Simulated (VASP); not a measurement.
Wanted: the native input for a VASP 6.6.1 run.

| Item | Value |
| --- | --- |
| Task | electric field gradients |
| Functional | r2SCAN |
| Potentials or basis | VASP PAW PBE potentials, release 64 (Ti_sv) |
| Cutoff | 440 eV |
| k mesh | 14 × 14 × 8 |
| Occupations | fermi-dirac, width 0.05 eV |
| Spin | no spin polarisation |
| Dipole correction | no |
| Further INCAR settings | ALGO = Normal; EDIFF = 1e-08; NBANDS = 19 |

Ti:

```xyz
2
Lattice="2.9500 0.0000 0.0000 -1.4750 2.5548 0.0000 0.0000 0.0000 4.6860" Properties=species:S:1:pos:R:3 pbc="T T T"
Ti    0.0000    1.7032    1.1715
Ti    1.4750    0.8516    3.5145
```

The input as run:

POSCAR

```
Ti
1.0
    2.9499978604      0.0000000000      0.0000000000
   -1.4749989302      2.5547730882      0.0000000000
    0.0000000000      0.0000000000      4.6860000000
Ti
2
Direct
    0.3333333333      0.6666666667      0.2500000000
    0.6666666667      0.3333333333      0.7500000000
```

INCAR.step1

```
PREC = Accurate ; ENCUT = 440
ISMEAR = -1 ; SIGMA = 0.05
LREAL = False ; LASPH = True
NELM = 120 ; NBANDS = 19
GGA = PE ; ALGO = Normal
EDIFF = 1E-5 ; LWAVE = True
LCHARG = False ; GGA_COMPAT = False
```

INCAR.step2

```
PREC = Accurate ; ENCUT = 440
EDIFF = 1E-8 ; ISMEAR = -1
SIGMA = 0.05 ; LREAL = False
LASPH = True ; NELM = 120
ALGO = Normal ; ISIF = 2
LWAVE = False ; LCHARG = False
METAGGA = R2SCAN ; LMIXTAU = True
LEFG = True ; NBANDS = 19
ISTART = 1 ; GGA_COMPAT = False
```

KPOINTS

```
regular mesh
0
Gamma
  14 14 8
```

Potentials or basis: VASP PAW PBE potentials, release 64 (Ti_sv).

The run is started by

```sh
$ cat potpaw_PBE.64/Ti_sv/POTCAR > POTCAR
$ cp INCAR.step1 INCAR
$ mpirun -np 1 vasp_std > vasp.out
$ cp INCAR.step2 INCAR
$ mpirun -np 1 vasp_std > vasp.out
```

Results of the run:

The pressure is -2.4 GPa. The band gap on the k mesh is zero (band 12 reaches 9.09 eV, above the bottom of band 13 at 7.86 eV).

Caveat: without QUAD_EFG the Cq values of the log hold for a quadrupole moment of 1 mb, not for the nuclei; the PAW data sets were made with another functional, which shifts forces and pressure a little.

Wall time 3.7 min on 1 thread of Intel Xeon 6975P-C, on a shared host, peak memory 0.18 GiB.
